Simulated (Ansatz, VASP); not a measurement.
In in VASP and in Ansatz

```
CELL_PARAMETERS angstrom
-1.73192 1.73192 1.88253
1.73192 -1.73192 1.88253
1.73192 1.73192 -1.88253
ATOMIC_POSITIONS crystal
In 0.00000 0.00000 0.00000
```

Change from the starting cell: strain -0.080 along x and y, +0.000 along z, atoms carried along.

Alike in both runs: task single point; functional PBE; k mesh 18 × 18 × 18; occupations gaussian, width 0.15 eV; no spin polarisation.

|  | VASP | Ansatz |
| --- | --- | --- |
| version | VASP 6.6.1 | Ansatz 0.2.0 |
| potentials or method | VASP PAW PBE potentials, release 64 (In_d), cutoff 520 eV | scalar-relativistic, plane waves, PAW |
| valence electrons in the cell | 13 | 13 |

|  | VASP | Ansatz | Ansatz less VASP |
| --- | --- | --- | --- |
| gap on the k mesh at the Fermi level (eV) | none | none | - |
| pressure (GPa) | 12.0 | 12.1 | +0.05 |
| traceless stress, the component that is largest in VASP (GPa) | 0.75 | 0.74 | -0.002 |

A gap of «none» marks a metal or a gap that the smearing closes. The functional is the same, so the differences come from potentials, cutoffs and numerics.
